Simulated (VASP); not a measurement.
# MoSe2 in VASP: single point with LDA

Aim: the single point of MoSe2 with LDA.

All numbers are computed with VASP 6.6.1; they aren't measurements. Logs are shortened: lines on timing, memory, paths and dates and some standing lists are left out, and cuts for length are marked.

### 1 The cell of the first run

The cell holds a slab with vacuum, 12 atoms: a = 3.288 Å, b = 3.288 Å, c = 36.575 Å, α = 90.00°, β = 90.00°, γ = 120.00°.

### 2 Single point, LDA

The input, INCAR:

```
SYSTEM = MoSe2
ALGO = Normal
DIPOL = 0.5 0.5 0.500
EDIFF = 1E-6
ENCUT = 400
GGA_COMPAT = .FALSE.
IDIPOL = 3
ISIF = 2
ISMEAR = -1
LASPH = .TRUE.
LCHARG = .TRUE.
LDIPOL = .TRUE.
LELF = .TRUE.
LREAL = .FALSE.
LVACPOTAV = .TRUE.
LVHAR = .TRUE.
LWAVE = .FALSE.
NBANDS = 64
NELM = 120
NELMDL = -8
PREC = Accurate
SIGMA = 0.3
```

The input, KPOINTS:

```
k-points
0
G
  7 7 1
  0 0 0
```

The input, POSCAR:

```
MoSe2
1.0
    3.2880000000      0.0000000000      0.0000000000
   -1.6440000000      2.8474915276      0.0000000000
    0.0000000000      0.0000000000     36.5750000000
Mo Se
4 8
Direct
    0.3333330000      0.6666670000      0.2354750513
    0.6666670000      0.3333330000      0.4118250171
    0.3333330000      0.6666670000      0.5881749829
    0.6666670000      0.3333330000      0.7645249487
    0.3333330000      0.6666670000      0.3677375256
    0.6666670000      0.3333330000      0.1913875598
    0.3333330000      0.6666670000      0.4559125085
    0.6666670000      0.3333330000      0.2795625427
    0.3333330000      0.6666670000      0.7204374573
    0.6666670000      0.3333330000      0.5440874915
    0.3333330000      0.6666670000      0.8086124402
    0.6666670000      0.3333330000      0.6322624744
```

Potentials or basis: VASP PAW LDA potentials, release 64 (Mo_sv, Se).

Started as:

```sh
$ cat potpaw_LDA.64/Mo_sv/POTCAR potpaw_LDA.64/Se/POTCAR > POTCAR
$ mpirun -np 1 vasp_std > vasp.out
```

OUTCAR:

```text
SYSTEM = MoSe2
   EDIFF = 1E-6
   ENCUT = 400
   ISIF = 2
   ISMEAR = -1
   LASPH = .TRUE.
   LREAL = .FALSE.
   NELM = 120
   NELMDL = -8
   PREC = Accurate

 ion  position               nearest neighbor table
   1  0.333  0.667  0.235-   8 2.49   8 2.49   6 2.49   6 2.49   8 2.49   6 2.49
   2  0.667  0.333  0.412-   7 2.49   7 2.49   5 2.49   5 2.49   7 2.49   5 2.49
   3  0.333  0.667  0.588-  10 2.49  10 2.49  12 2.49  12 2.49  10 2.49  12 2.49
   4  0.667  0.333  0.765-   9 2.49   9 2.49  11 2.49  11 2.49   9 2.49  11 2.49
   5  0.333  0.667  0.368-   2 2.49   2 2.49   2 2.49
   6  0.667  0.333  0.191-   1 2.49   1 2.49   1 2.49
   7  0.333  0.667  0.456-   2 2.49   2 2.49   2 2.49
   8  0.667  0.333  0.280-   1 2.49   1 2.49   1 2.49
   9  0.333  0.667  0.720-   4 2.49   4 2.49   4 2.49
  10  0.667  0.333  0.544-   3 2.49   3 2.49   3 2.49
  11  0.333  0.667  0.809-   4 2.49   4 2.49   4 2.49
  12  0.667  0.333  0.632-   3 2.49   3 2.49   3 2.49

  LATTYP: Found a hexagonal cell.
 ALAT       =     3.2880000000
 C/A-ratio  =    11.1237834550

  Lattice vectors:

 A1 = (   3.2880000000,   0.0000000000,   0.0000000000)
 A2 = (  -1.6440000000,   2.8474915276,   0.0000000000)
 A3 = (   0.0000000000,   0.0000000000,  36.5750000000)

Analysis of symmetry for initial positions (statically):
=====================================================================
 Subroutine PRICEL returns:
 Original cell was already a primitive cell.

 Routine SETGRP: Setting up the symmetry group for a
 hexagonal supercell.

 Subroutine GETGRP returns: Found 12 space group operations
 (whereof 12 operations were pure point group operations)
 out of a pool of 24 trial point group operations.

The static configuration has the point symmetry D_3d.

Analysis of symmetry for dynamics (positions and initial velocities):
=====================================================================
 Subroutine PRICEL returns:
 Original cell was already a primitive cell.

 Routine SETGRP: Setting up the symmetry group for a
 hexagonal supercell.

 Subroutine GETGRP returns: Found 12 space group operations
 (whereof 12 operations were pure point group operations)
 out of a pool of 24 trial point group operations.

The dynamic configuration has the point symmetry D_3d.

 Subroutine INISYM returns: Found 12 space group operations
 (whereof 12 operations are pure point group operations),
 and found     1 'primitive' translations

----------------------------------------------------------------------------------------

                                     Primitive cell

  volume of cell :     342.4353

  direct lattice vectors                    reciprocal lattice vectors
     3.288000000  0.000000000  0.000000000     0.304136253  0.175593148  0.000000000
    -1.644000000  2.847491528  0.000000000     0.000000000  0.351186295  0.000000000
     0.000000000  0.000000000 36.575000000     0.000000000  0.000000000  0.027341080

  length of vectors
     3.288000000  3.288000000 36.575000000     0.351186295  0.351186295  0.027341080

  position of ions in fractional coordinates (direct lattice)
     0.333333000  0.666667000  0.235475051
     0.666667000  0.333333000  0.411825017
     0.333333000  0.666667000  0.588174983
     0.666667000  0.333333000  0.764524949
     0.333333000  0.666667000  0.367737526
     0.666667000  0.333333000  0.191387560
     0.333333000  0.666667000  0.455912508
     0.666667000  0.333333000  0.279562543
     0.333333000  0.666667000  0.720437457
     0.666667000  0.333333000  0.544087492
     0.333333000  0.666667000  0.808612440
     0.666667000  0.333333000  0.632262474

  ion indices of the primitive-cell ions
   primitive index   ion index
                 1           1
                 2           2
                 3           3
                 4           4
                 5           5
                 6           6
                 7           7
                 8           8
                 9           9
                10          10
                11          11
                12          12

----------------------------------------------------------------------------------------

 KPOINTS: k-points

Automatic generation of k-mesh.
 Grid dimensions read from file:
 generate k-points for:    7    7    1

 Generating k-lattice:

  Cartesian coordinates                     Fractional coordinates (reciprocal lattice)
     0.043448036  0.025084735  0.000000000     0.142857143  0.000000000  0.000000000
     0.000000000  0.050169471  0.000000000     0.000000000  0.142857143  0.000000000
     0.000000000  0.000000000  0.027341080     0.000000000  0.000000000  1.000000000

  Length of vectors
     0.050169471  0.050169471  0.027341080

  Shift w.r.t. Gamma in fractional coordinates (k-lattice)
     0.000000000  0.000000000  0.000000000

 Subroutine IBZKPT returns following result:
 ===========================================

 Found      8 irreducible k-points:

 Following reciprocal coordinates:
            Coordinates               Weight
  0.000000  0.000000  0.000000      1.000000
  0.142857 -0.000000  0.000000      6.000000
  0.285714 -0.000000  0.000000      6.000000
  0.428571  0.000000  0.000000      6.000000
  0.142857  0.142857  0.000000      6.000000
  0.285714  0.142857  0.000000     12.000000
  0.428571  0.142857  0.000000      6.000000
  0.285714  0.285714  0.000000      6.000000
   k-points           NKPTS =      8   k-points in BZ     NKDIM =      8   number of bands    NBANDS=     64
   number of dos      NEDOS =    301   number of ions     NIONS =     12
   total plane-waves  NPLWV = 138240
   dimension x,y,z NGX =    24 NGY =   24 NGZ =  240
   dimension x,y,z NGXF=    48 NGYF=   48 NGZF=  480
   ions per type =               4   8
   NGX,Y,Z   is equivalent  to a cutoff of  12.13, 12.13, 10.91 a.u.
   NGXF,Y,Z  is equivalent  to a cutoff of  24.27, 24.27, 21.82 a.u.
 SYSTEM =  MoSe2
   PREC   = accura    normal or accurate (medium, high low for compatibility)
   ISTART =      0    job   : 0-new  1-cont  2-samecut
   ICHARG =      2    charge: 1-file 2-atom 10-const
   ISPIN  =      1    spin polarized calculation?
   LNONCOLLINEAR =      F non collinear calculations
   LSORBIT =      F    spin-orbit coupling
   LASPH  =      T    aspherical Exc in radial PAW
   ENCUT  =  400.0 eV  29.40 Ry    5.42 a.u.   5.36  5.36 59.64*2*pi/ulx,y,z
   NELM   =    120;   NELMIN=  2; NELMDL= -8     # of ELM steps
   EDIFF  = 0.1E-05   stopping-criterion for ELM
   LREAL  =      F    real-space projection
   EDIFFG = 0.1E-04   stopping-criterion for IOM
   NSW    =      0    number of steps for IOM
   IBRION =     -1    ionic relax: 0-MD 1-quasi-New 2-CG
   NFREE  =      0    steps in history (QN), initial steepest desc. (CG)
   ISIF   =      2    stress and relaxation
   ISYM   =      2    0-nonsym 1-usesym 2-fastsym
   POTIM  = 0.5000    time-step for ionic-motion
   TEBEG  =    0.0;   TEEND  =   0.0 temperature during run
   PSTRESS=    0.0 pullay stress
   NELECT =     104.0000    total number of electrons
   NUPDOWN=      -1.0000    fix difference up-down
   EMIN   =  10.00;   EMAX   =-10.00  energy-range for DOS
   EFERMI =   0.00;   METHOD = LEGACY
   ISMEAR =    -1;   SIGMA  =   0.30  broadening in eV -4-tet -1-fermi 0-gaus
   EFERMI_NEDOS =   21; number of points for ismear=-14 and -15
   IALGO  =     38    algorithm
   IMIX   =      4    mixing-type and parameters
     AMIX     =   0.40;   BMIX     =  1.00
     AMIX_MAG =   1.60;   BMIX_MAG =  1.00
  volume/ion in A,a.u.               =      28.54       192.57
  Fermi-wavevector in a.u.,A,eV,Ry     =   1.100423  2.079498 16.475720  1.210931
  Thomas-Fermi vector in A             =   2.236834
   LORBIT       =      0    0 simple, 1 ext, 2 COOP (PROOUT), +10 PAW based schemes
   GGA     = CA    functional components
   LHFCALC =     F    Hartree Fock is set to
   AEXX    =    0.0000 exact exchange contribution
   IVDW    =     0    specifies the selected vdW correction
   LEPSILON=     F    determine dielectric tensor
   LRPA    =     F    only Hartree local field effects (RPA)
 non-spin polarized calculation
  energy-cutoff  :      400.00
  volume of cell :      342.44
 maximum number of plane-waves:      6323
 NGX is ok and might be reduce to    24
   NGX = 11   NGY = 11   NGZ =119

 dipolmoment           0.000000      0.000000     -0.000000 electrons x Angstroem

 number of electron     104.0000010 magnetization

 dipolmoment           0.000000      0.000000      0.000000 electrons x Angstroem

 Free energy of the ion-electron system (eV)
  ---------------------------------------------------
  ext. energy  EPLUGINS =         0.00000000
  ---------------------------------------------------
  free energy    TOTEN  =       -90.40779567 eV

  energy without entropy =      -89.80572623  energy(sigma->0) =      -90.10676095

 E-fermi :   3.3066     XC(G=0):  -7.9763

 val. band max:        3.0891287099   @ k =   0.0000   0.0000   0.0000
 cond. band min:       4.1668090583   @ k =   0.1429   0.1429   0.0000
 fundamental gap:      1.0776803484
 Fermi energy:         3.3066192627

 k-point     1 :       0.0000    0.0000    0.0000
  band No.  band energies     occupation
      1     -57.8105      2.00000
      2     -57.8105      2.00000
      3     -57.8043      2.00000
      4     -57.8043      2.00000
      5     -32.1934      2.00000
      6     -32.1933      2.00000
[... 56 lines left out ...]
     63       5.8871      0.00037
     64       5.8883      0.00037

 k-point     2 :       0.1429   -0.0000    0.0000
  band No.  band energies     occupation
      1     -57.8056      2.00000
      2     -57.8056      2.00000
      3     -57.7994      2.00000
      4     -57.7994      2.00000
      5     -32.1816      2.00000
      6     -32.1815      2.00000
[... 56 lines left out ...]
     63       5.5222      0.00124
     64       5.5776      0.00103

 k-point     3 :       0.2857   -0.0000    0.0000
  band No.  band energies     occupation
      1     -57.7945      2.00000
      2     -57.7945      2.00000
      3     -57.7883      2.00000
      4     -57.7883      2.00000
      5     -32.1764      2.00000
      6     -32.1763      2.00000
[... 56 lines left out ...]
     63       5.7720      0.00054
     64       5.9875      0.00026

 k-point     4 :       0.4286    0.0000    0.0000
  band No.  band energies     occupation
      1     -57.7856      2.00000
      2     -57.7856      2.00000
      3     -57.7793      2.00000
      4     -57.7793      2.00000
      5     -32.2714      2.00000
      6     -32.2713      2.00000
[... 56 lines left out ...]
     63       6.3845      0.00007
     64       6.7216      0.00002

 k-point     5 :       0.1429    0.1429    0.0000
  band No.  band energies     occupation
      1     -57.7976      2.00000
      2     -57.7976      2.00000
      3     -57.7914      2.00000
      4     -57.7914      2.00000
      5     -32.1626      2.00000
      6     -32.1624      2.00000
[... 56 lines left out ...]
     63       5.2948      0.00264
     64       5.3081      0.00253

 k-point     6 :       0.2857    0.1429    0.0000
  band No.  band energies     occupation
      1     -57.7875      2.00000
      2     -57.7875      2.00000
      3     -57.7813      2.00000
      4     -57.7813      2.00000
      5     -32.2279      2.00000
      6     -32.2278      2.00000
[... 56 lines left out ...]
     63       5.7418      0.00060
     64       5.9053      0.00035

 k-point     7 :       0.4286    0.1429    0.0000
  band No.  band energies     occupation
      1     -57.7831      2.00000
      2     -57.7831      2.00000
      3     -57.7769      2.00000
      4     -57.7769      2.00000
      5     -32.2681      2.00000
      6     -32.2681      2.00000
[... 56 lines left out ...]
     63       6.0852      0.00019
     64       6.1129      0.00017

 k-point     8 :       0.2857    0.2857    0.0000
  band No.  band energies     occupation
      1     -57.7820      2.00000
      2     -57.7820      2.00000
      3     -57.7758      2.00000
      4     -57.7758      2.00000
      5     -32.2328      2.00000
      6     -32.2327      2.00000
[... 56 lines left out ...]
     63       5.6829      0.00073
     64       5.8189      0.00046

------------------------ aborting loop because EDIFF is reached ----------------------------------------

  FORCE on cell =-STRESS in cart. coord.  units (eV):
  Direction    XX          YY          ZZ          XY          YZ          ZX
  --------------------------------------------------------------------------------------
  -------------------------------------------------------------------------------------
  Total       -0.6344508     -0.6344508      6.6859601      0.0000000     -0.0000000      0.0000000
  in kB       -2.9684512     -2.9684512     31.2820911      0.0000000     -0.0000000      0.0000000
  external PRESSURE =       8.4483962 kB  Pullay stress =       0.0000000 kB

 VOLUME and BASIS-vectors are now :
 -----------------------------------------------------------------------------
  energy-cutoff  :      400.00
  volume of cell :      342.44
      direct lattice vectors                 reciprocal lattice vectors
     3.288000000  0.000000000  0.000000000     0.304136253  0.175593148  0.000000000
    -1.644000000  2.847491528  0.000000000     0.000000000  0.351186295  0.000000000
     0.000000000  0.000000000 36.575000000     0.000000000  0.000000000  0.027341080

 POSITION                                       TOTAL-FORCE (eV/Angst)
 -----------------------------------------------------------------------------------
     -0.00000      1.89833      8.61250        -0.000000     -0.000000     -0.004003
      1.64400      0.94916     15.06250        -0.000000      0.000000      0.000171
     -0.00000      1.89833     21.51250         0.000000     -0.000000     -0.000171
      1.64400      0.94916     27.96250         0.000000      0.000000      0.004003
     -0.00000      1.89833     13.45000         0.000000      0.000000     -0.675916
      1.64400      0.94916      7.00000         0.000000      0.000000     -0.596510
     -0.00000      1.89833     16.67500         0.000000      0.000000      0.675219
      1.64400      0.94916     10.22500        -0.000000     -0.000000      0.672987
     -0.00000      1.89833     26.35000        -0.000000      0.000000     -0.672987
      1.64400      0.94916     19.90000        -0.000000      0.000000     -0.675219
     -0.00000      1.89833     29.57500        -0.000000     -0.000000      0.596510
      1.64400      0.94916     23.12500        -0.000000      0.000000      0.675916
 -----------------------------------------------------------------------------------
    total drift:                                0.000000     -0.000000      0.000000

  FREE ENERGIE OF THE ION-ELECTRON SYSTEM (eV)
  ---------------------------------------------------
  free  energy   TOTEN  =       -90.4077956736 eV

  energy  without entropy=      -89.8057262296  energy(sigma->0) =      -90.10676095

 vacuum level on the upper side and lower side of the slab         8.261         8.261
```

Wall time 7 min (1 thread of Intel Xeon 8259CL, shared host); peak memory 0.32 GiB.

What came out:

```
Free energy            : -90.4078 eV
Largest force          : 0.676 eV/Å
Band gap on the k mesh : 1.08 eV (least direct gap 1.79 eV)
```

Forces on the atoms (eV/Å):
```
Mo   0.000  0.000 -0.004
Mo   0.000  0.000  0.000
Mo   0.000  0.000  0.000
Mo   0.000  0.000  0.004
Se   0.000  0.000 -0.676
Se   0.000  0.000 -0.597
Se   0.000  0.000  0.675
Se   0.000  0.000  0.673
Se   0.000  0.000 -0.673
Se   0.000  0.000 -0.675
Se   0.000  0.000  0.597
Se   0.000  0.000  0.676
```

Levels at points of the mesh, in eV from the valence-band top:
| k point | band 50 | band 51 | band 52 | band 53 | band 54 | band 55 |
| --- | --- | --- | --- | --- | --- | --- |
| (0.00, 0.00, 0.00) | -0.40 | -0.14 | 0.00 | 2.43 | 2.43 | 2.45 |

Caveat: so wide a smearing shifts energies and pressures.
